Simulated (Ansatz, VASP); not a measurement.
## Si in VASP and in Ansatz

```xyz
2
Lattice="-2.4899 2.3714 1.3293 2.4899 -2.3714 1.3293 2.4899 2.3714 -1.3293" Properties=species:S:1:pos:R:3 pbc="T T T"
Si    2.4899    0.0000    0.6646
Si    0.0000    0.0000    1.3293
```

Change from the starting cell: strain +0.0500 x Voigt [1, 0, 0, 0, 0, 0], atoms carried along.

Alike in both runs: task single point; functional LDA; k mesh 20 × 20 × 20; occupations gaussian, width 0.15 eV; no spin polarisation.

|  | VASP | Ansatz |
| --- | --- | --- |
| version | VASP 6.6.1 | Ansatz 0.2.0 |
| potentials or method | VASP PAW LDA potentials, release 64 (Si), cutoff 520 eV | scalar-relativistic, plane waves, PAW |
| valence electrons in the cell | 8 | 8 |

Ansatz gave:

* gap on the k mesh at the Fermi level (eV): none
* pressure (GPa): -5.7
* traceless stress, the component that is largest in VASP (GPa): -4.76
* rms of the force components (eV/Å): 0.076

Estimate VASP's values.

gap on the k mesh at the Fermi level (eV): none; pressure (GPa): -5.6; traceless stress, the component that is largest in VASP (GPa): -4.78; rms of the force components (eV/Å): 0.076.

LDA's correlation is that of Perdew and Zunger in VASP and of Perdew and Wang (1992) in Ansatz. Atom by atom the forces differ by 0.000 eV/Å (rms over components). A gap of «none» marks a metal or a gap that the smearing closes.
